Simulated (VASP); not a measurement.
Write the native input for VASP 6.6.1 that does the following.

```yaml
Task: single point
Functional: PBE
Potentials_or_basis: VASP PAW PBE potentials, release 64 (Tl_d)
Cutoff: 520 eV
k_mesh: 5 × 5 × 3
Occupations: fermi-dirac, width 0.1 eV
Spin: no spin polarisation
Dipole_correction: no
Further_INCAR_settings: ALGO = Normal; EDIFF = 1e-06; NBANDS = 20
```

The structure of Tl lies in POSCAR:

```
Tl
1.0
    3.5902820628      0.0000000000      0.0000000000
   -1.7951410314      3.1092754731      0.0000000000
    0.0000000000      0.0000000000      5.6419406004
Tl
2
Direct
    0.3333333333      0.6666666667      0.2500000000
    0.6666666667      0.3333333333      0.7500000000
```

These files were run (other wordings do the same):

INCAR

```
PREC = Accurate
ENCUT = 520
EDIFF = 1E-6
ISMEAR = -1
SIGMA = 0.1
LREAL = F
LASPH = T
NELM = 60
ALGO = Normal
ISIF = 2
LWAVE = F
LCHARG = F
GGA = PE
NBANDS = 20
```

KPOINTS

```
Automatic mesh
0
Gamma
  5 5 3
```

Potentials or basis: VASP PAW PBE potentials, release 64 (Tl_d).

Command:

```sh
$ cat potpaw_PBE.64/Tl_d/POTCAR > POTCAR
$ mpirun -np 1 vasp_std > vasp.out
```

It gave:

| Item | Value |
| --- | --- |
| Pressure | 0.0 GPa |
| Band gap on the k mesh | zero (bands 13 and 14 overlap by 1.77 eV) |

Caveat: the k points lie up to 0.40 Å⁻¹ apart, too coarse for converged energies and pressures of a metal; spin-orbit coupling is left out, which moves the levels of the heavy elements.

Run time: 23 s on 1 thread of Intel Xeon 8259CL, with other jobs on the host, peak memory 0.17 GiB.
